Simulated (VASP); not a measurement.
A run of VASP 6.6.1 is set up as follows.

INCAR

```
  PREC = Accurate
  ENCUT = 520
  EDIFF = 1E-6
  ISMEAR = 0
  SIGMA = 0.1
  LREAL = False
  LASPH = True
  NELM = 80
  ALGO = Fast
  ISIF = 2
  LWAVE = False
  LCHARG = False
  GGA = PE
  NBANDS = 12
```

Contents of KPOINTS:

```
regular mesh
0
Gamma
  18 18 18
```

Contents of POSCAR:

```
Ti
1.0
    0.0000000000      2.0140462045      2.0140462045
    2.0140462045      0.0000000000      2.0140462045
    2.0140462045      2.0140462045      0.0000000000
Ti
1
Direct
    0.0000000000      0.0000000000      0.0000000000
```

Potentials or basis: VASP PAW PBE potentials, release 64 (Ti_sv).

Launch:

```bash
$ cat potpaw_PBE.64/Ti_sv/POTCAR > POTCAR
$ mpirun -np 1 vasp_std > vasp.out
```

Problem. What does it give for the pressure?

Solution. 7.1 GPa.

Problem. What does it give for the band gap on the k mesh?

Solution. Zero (band 6 reaches 9.80 eV, above the bottom of band 7 at 8.43 eV).
